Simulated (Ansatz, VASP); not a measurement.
**Two plane-wave programs on AgBr**

```xyz
2
Lattice="2.8925 2.8925 0.0000 -2.8925 2.8925 0.0000 0.0000 2.8925 2.8925" Properties=species:S:1:pos:R:3 pbc="T T T"
Ag    0.0000    0.0000    0.0000
Br    0.0000    2.8925    0.0000
```

Alike in both runs: functional r2SCAN; k mesh 12 × 12 × 12; occupations fermi-dirac, width 0.08 eV; no spin polarisation.

Ansatz relaxed the structure, and its values are those at the end. VASP's run is a single point on that final structure, the one shown.

|  | VASP | Ansatz |
| --- | --- | --- |
| version | VASP 6.6.1 | Ansatz 0.2.0 |
| potentials or method | VASP PAW PBE potentials, release 64 (Ag, Br) | PAW with Ansatz's default frozen-core files, scalar-relativistic |
| plane-wave cutoff (eV) | 550 | 500 |
| valence electrons in the cell | 18 | 26 |

```csv
,VASP,Ansatz,Ansatz less VASP
pressure (GPa),-0.1,0.0,+0.05
```

VASP's potentials were made for PBE, not for r2SCAN. VASP's potentials hold 18 valence electrons a cell and Ansatz's 26, so a difference there can come from the potentials and not from the codes.
